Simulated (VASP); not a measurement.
Runs of VASP 6.6.1 on Ga. The structure is that of space group Im-3m (No. 229), or close to it. The cells are those of the table. This isn't the form of Ga at room conditions, which is orthorhombic.

```csv
task,cell,cutoff (eV),gap on the mesh (eV),pressure (GPa)
single point,"a = 2.470 Å, angles 109.5°, 1 atom",520,none,(a)
single point,"a = 2.920 Å, angles 109.5°, 1 atom",520,none,0.1
relaxation of cell and atoms,"relaxed to 82 GPa from a = 2.470 Å, angles 109.5°, 1 atom",600,none,82.0
relaxation of cell and atoms,"relaxed from a = 2.912 Å, angles 109.5°, 1 atom",600,none,0.0
relaxation of cell and atoms,"relaxed to 82 GPa from a = 2.471 Å, angles 109.5°, 1 atom",600,none,82.0
single point,"a = 2.471 Å, angles 109.5°, 1 atom",520,none,82.2
```

Alike in all rows: level PBE; potentials or basis VASP PAW PBE potentials, release 64 (Ga_d); no spin polarisation; k mesh 19 × 19 × 19; smearing fermi-dirac 0.05 eV.

Question: Estimate the missing entries.

Answer: (a) 82.7.

Caveats: the cell stands under pressure (at least some runs); the cell is relaxed towards a set pressure, so the run minimises the enthalpy, not the energy (at least some runs).

A k mesh can miss the band edges, and the runs leave out spin-orbit coupling on Ga.

A gap of «none» marks levels without a gap at the run's occupations.
